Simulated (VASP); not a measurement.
The system is Se.

```
Se
1.0
     0.00000    2.59440    2.59440
     2.59440    0.00000    2.59440
     2.59440    2.59440    0.00000
Se
2
Cartesian
  -0.6486 -0.6486 -0.6486
  0.6486 0.6486 0.6486
```

This cell differs from its parent crystal: volume scaled by 0.58.

Base run:

| Property | Result |
| --- | --- |
| Program | VASP 6.6.1 |
| Functional | PBEsol |
| Potentials or basis | VASP PAW PBE potentials, release 64 (Se) |
| Cutoff | 520 eV |
| k mesh | 11 × 11 × 11 |
| Occupations | fermi-dirac, width 0.08 eV |
| Spin | no spin polarisation |

Its results: band gap on the k mesh zero (band 6 reaches 9.42 eV, above the bottom of band 7 at 6.51 eV); pressure 69.9 GPa.

**Question.** The run is repeated on the same cell with these changes: k mesh from 11 × 11 × 11 to 16 × 16 × 16. What comes out?

**Answer.** Band gap on the k mesh zero (band 6 reaches 10.00 eV, above the bottom of band 7 at 6.51 eV); pressure 70.5 GPa.

Caveats: the PAW data sets were made with another functional, which shifts forces and pressure a little.
